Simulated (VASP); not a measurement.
# ReS (Fm-3m) in VASP: single point with PBE

Aim: the single point of ReS with PBE.

Program: VASP 6.6.1. These are calculated values, not measurements. Logs are shortened: lines on timing, memory, paths and dates and some standing lists are left out, and cuts for length are marked.

## (1) The cell of the first run

The structure is cubic, space group Fm-3m (No. 225). Conventional cell: a = 4.923 Å, b = 4.923 Å, c = 4.923 Å, α = 90.00°, β = 90.00°, γ = 90.00°. Re (site symmetry m-3m) has 6 S at 2.46 Å within 3.3 Å. Within 3.3 Å of S (site symmetry m-3m) lie 6 Re at 2.46 Å.

## (2) Single point, PBE, collinear spin

The input, INCAR:

```
PREC     = Accurate       # precision mode
ENCUT    = 520            # plane-wave cutoff, eV
EDIFF    = 1E-6           # SCF threshold, eV
ISMEAR   = 0              # smearing method
SIGMA    = 0.1            # smearing width, eV
LREAL    = False          # projectors in reciprocal space
LASPH    = True           # aspherical terms in the spheres
NELM     = 150            # most SCF steps
ALGO     = Normal         # electronic algorithm
ISIF     = 2              # what is computed and relaxed
LWAVE    = False          # write WAVECAR
LCHARG   = False          # write CHGCAR
ISPIN    = 2              # spin polarisation
MAGMOM   = 2 -2 0 0       # initial moments
LORBIT   = 11             # projections on sites
LMAXMIX  = 4              # l up to which the mixer works
GGA      = PE             # functional
NBANDS   = 25             # bands
```

The input, KPOINTS:

```
Automatic mesh
0
Gamma
  14 14 7
```

The input, POSCAR:

```
ReS
1.0
    0.0000000000      2.4617002392      2.4617002392
    4.9234004783      2.4617002392      2.4617002392
    4.9234004783      4.9234004783      0.0000000000
Re S
2 2
Direct
    1.0000000000      0.0000000000      0.0000000000
    1.0000000000      0.0000000000      0.5000000000
    0.5000000000      0.5000000000      0.0000000000
    0.5000000000      0.5000000000      0.5000000000
```

Potentials or basis: VASP PAW PBE potentials, release 64 (Re, S).

On the command line:

```sh
$ cat potpaw_PBE.64/Re/POTCAR potpaw_PBE.64/S/POTCAR > POTCAR
$ mpirun -np 1 vasp_std > vasp.out
```

OUTCAR:

```text
PREC = Accurate
   ENCUT = 520
   EDIFF = 1E-6
   ISMEAR = 0
   LREAL = False
   LASPH = True
   NELM = 150
   ISIF = 2
   ISPIN = 2
   LORBIT = 11
   GGA = PE

 ion  position               nearest neighbor table
   1  0.000  0.000  0.000-   3 2.46   4 2.46   3 2.46   4 2.46   4 2.46   4 2.46
   2  0.000  0.000  0.500-   3 2.46   4 2.46   4 2.46   3 2.46   3 2.46   3 2.46
   3  0.500  0.500  0.000-   1 2.46   2 2.46   1 2.46   2 2.46   2 2.46   2 2.46
   4  0.500  0.500  0.500-   1 2.46   2 2.46   2 2.46   1 2.46   1 2.46   1 2.46

  LATTYP: Found a simple tetragonal cell.
 ALAT       =     3.4813698647
 C/A-ratio  =     1.4142135624

  Lattice vectors:

 A1 = (   0.0000000000,  -2.4617002391,   2.4617002392)
 A2 = (   0.0000000000,  -2.4617002392,  -2.4617002392)
 A3 = (   4.9234004783,   0.0000000000,   0.0000000000)

Analysis of symmetry for initial positions (statically):
=====================================================================
 Subroutine PRICEL returns following result:

  LATTYP: Found a face centered cubic cell.
 ALAT       =     4.9234004783
[... 12 lines left out ...]
 Subroutine GETGRP returns: Found 16 space group operations
 (whereof 16 operations were pure point group operations)
 out of a pool of 16 trial point group operations.

The static configuration has the point symmetry D_4h.

Analysis of symmetry for dynamics (positions and initial velocities):
=====================================================================
 Subroutine PRICEL returns following result:

  LATTYP: Found a face centered cubic cell.
 ALAT       =     4.9234004783
[... 12 lines left out ...]
 Subroutine GETGRP returns: Found 16 space group operations
 (whereof 16 operations were pure point group operations)
 out of a pool of 16 trial point group operations.

The dynamic configuration has the point symmetry D_4h.

Analysis of structural, dynamic, and magnetic symmetry:
=====================================================================
 Subroutine PRICEL returns following result:

  LATTYP: Found a face centered cubic cell.
 ALAT       =     4.9234004783
[... 12 lines left out ...]
 Subroutine GETGRP returns: Found 16 space group operations
 (whereof 16 operations were pure point group operations)
 out of a pool of 16 trial point group operations.

The overall configuration has the point symmetry D_4h.

 Subroutine INISYM returns: Found 16 space group operations
 (whereof 16 operations are pure point group operations),
 and found     2 'primitive' translations
[... 117 lines left out ...]
  Fermi-wavevector in a.u.,A,eV,Ry     =   1.241111  2.345361 20.957838  1.540358
  Thomas-Fermi vector in A             =   2.375523
   LORBIT       =     11    0 simple, 1 ext, 2 COOP (PROOUT), +10 PAW based schemes
   GGA     = PE    functional components
   LHFCALC =     F    Hartree Fock is set to
   AEXX    =    0.0000 exact exchange contribution
   IVDW    =     0    specifies the selected vdW correction
   LEPSILON=     F    determine dielectric tensor
   LRPA    =     F    only Hartree local field effects (RPA)
 spin polarized calculation
 Gauss-broadening in eV      SIGMA  =   0.10
  energy-cutoff  :      520.00
  volume of cell :       59.67
 maximum number of plane-waves:      1644
 NGX is ok and might be reduce to    28
   NGX = 13   NGY = 23   NGZ = 25

 number of electron      26.0000000 magnetization      -0.0000000

 number of electron      26.0000000 magnetization       0.0000000

 Free energy of the ion-electron system (eV)
  ---------------------------------------------------
  ext. energy  EPLUGINS =         0.00000000
  ---------------------------------------------------
  free energy    TOTEN  =       -29.00043900 eV

  energy without entropy =      -28.96554394  energy(sigma->0) =      -28.98299147

 E-fermi :   9.0925     XC(G=0): -12.4241

 val. band max:        9.0893052517   @ k =  -0.0714   0.4286   0.4286
 cond. band min:       9.0934915578   @ k =   0.3571  -0.3571   0.1429
 fundamental gap:      0.0041863061
 Fermi energy:         9.0925341277

 spin component 1

 k-point     1 :       0.0000    0.0000    0.0000
  band No.  band energies     occupation
      1      -7.8846      1.00000
      2      -6.2613      1.00000
      3       1.8954      1.00000
      4       4.3457      1.00000
      5       4.5075      1.00000
      6       4.5075      1.00000
[... 661 lines left out ...]
     24      18.6583      0.00000
     25      18.7680      0.00000

 [... further k-points ...]

 spin component 2

 k-point     1 :       0.0000    0.0000    0.0000
  band No.  band energies     occupation
      1      -7.8846      1.00000
      2      -6.2613      1.00000
      3       1.8954      1.00000
      4       4.3457      1.00000
      5       4.5075      1.00000
      6       4.5075      1.00000
[... 661 lines left out ...]
     24      18.6583      0.00000
     25      18.7659      0.00000

 [... further k-points ...]
[... 5 lines left out ...]
  --------------------------------------------------------------------------------------
  -------------------------------------------------------------------------------------
  Total        0.4372128      0.4516284      0.4516284     -0.0000000      0.0000000      0.0000000
  in kB       11.7391858     12.1262454     12.1262454     -0.0000000      0.0000000      0.0000000
  external PRESSURE =      11.9972255 kB  Pullay stress =       0.0000000 kB

 VOLUME and BASIS-vectors are now :
 -----------------------------------------------------------------------------
  energy-cutoff  :      520.00
  volume of cell :       59.67
      direct lattice vectors                 reciprocal lattice vectors
     0.000000000  2.461700239  2.461700239    -0.203111651  0.203111651  0.203111651
     4.923400478  2.461700239  2.461700239     0.203111651 -0.203111651  0.203111651
     4.923400478  4.923400478  0.000000000     0.000000000  0.203111651 -0.203111651

 POSITION                                       TOTAL-FORCE (eV/Angst)
 -----------------------------------------------------------------------------------
      0.00000      0.00000      0.00000         0.000000      0.000000     -0.000000
      2.46170      2.46170      0.00000         0.000000      0.000000     -0.000000
      2.46170      2.46170      2.46170        -0.000000     -0.000000      0.000000
      4.92340      4.92340      2.46170        -0.000000     -0.000000      0.000000
 -----------------------------------------------------------------------------------
    total drift:                                0.000000      0.000000      0.000000

  FREE ENERGIE OF THE ION-ELECTRON SYSTEM (eV)
  ---------------------------------------------------
  free  energy   TOTEN  =       -29.0004390005 eV

  energy  without entropy=      -28.9655439367  energy(sigma->0) =      -28.98299147

 total charge

# of ion       s       p       d       tot
------------------------------------------
    1        0.462   0.402   4.984   5.847
    2        0.462   0.402   4.984   5.847
    3        1.307   2.352   0.000   3.659
    4        1.307   2.352   0.000   3.659
--------------------------------------------------
tot          3.537   5.508   9.968  19.012

 magnetization (x)

# of ion       s       p       d       tot
------------------------------------------
    1        0.005   0.001   0.155   0.162
    2       -0.005  -0.001  -0.155  -0.162
    3       -0.000   0.000   0.000   0.000
    4        0.000  -0.000   0.000  -0.000
--------------------------------------------------
tot          0.000   0.000   0.000   0.000
```

OSZICAR:

```text
N       E                     dE             d eps       ncg     rms          rms(c)
DAV:   1     0.986525626214E+02    0.98653E+02   -0.12229E+04 28607   0.115E+03
DAV:   2    -0.237290068447E+02   -0.12238E+03   -0.11351E+03 26940   0.309E+02
DAV:   3    -0.298775006863E+02   -0.61485E+01   -0.59655E+01 25291   0.990E+01
DAV:   4    -0.300106718249E+02   -0.13317E+00   -0.13174E+00 24120   0.110E+01
[... 17 lines left out ...]
DAV:  22    -0.290004346959E+02   -0.23435E-05   -0.35456E-05 14725   0.260E-02    0.351E-03
DAV:  23    -0.290004362027E+02   -0.15069E-05   -0.14194E-04 19297   0.552E-02    0.169E-03
DAV:  24    -0.290004369357E+02   -0.73301E-06   -0.12629E-04 18717   0.530E-02    0.226E-03
DAV:  25    -0.290004386938E+02   -0.17581E-05   -0.46271E-05 17614   0.296E-02    0.209E-03
DAV:  26    -0.290004390005E+02   -0.30668E-06   -0.67640E-06 15135   0.151E-02
   1 F= -.29000439E+02 E0= -.28982991E+02  d E =-.348951E-01  mag=    -0.0000
```

stdout:

```text
POSCAR found type information on POSCAR ReS
 POSCAR found :  2 types and       4 ions
 scaLAPACK will be used
 LDA part: xc-table for (Slater+PW92), standard interpolation
 POSCAR, INCAR and KPOINTS ok, starting setup
 FFT: planning ... GRIDC
 FFT: planning ... GRID_SOFT
 FFT: planning ... GRID
 WAVECAR not read
 entering main loop
```

Run time: 22 min. Hardware: 1 thread of Intel Xeon Platinum 8488C (Sapphire Rapids), shared host; peak memory 0.52 GiB.

Results:

| Item | Value |
| --- | --- |
| Free energy | -29.0004 eV |
| Pressure | 1.2 GPa |
| Band gap on the k mesh | zero (filled and empty bands overlap) |
| Net moment | 0.00 μB per cell |
| Site moments | Re +0.16, -0.16; S +0.00, -0.00 μB |
| Valence electrons inside the program's atomic spheres | Re 5.85; S 3.66 |

Caveat: spin-orbit coupling is left out, which moves the levels of the heavy elements.
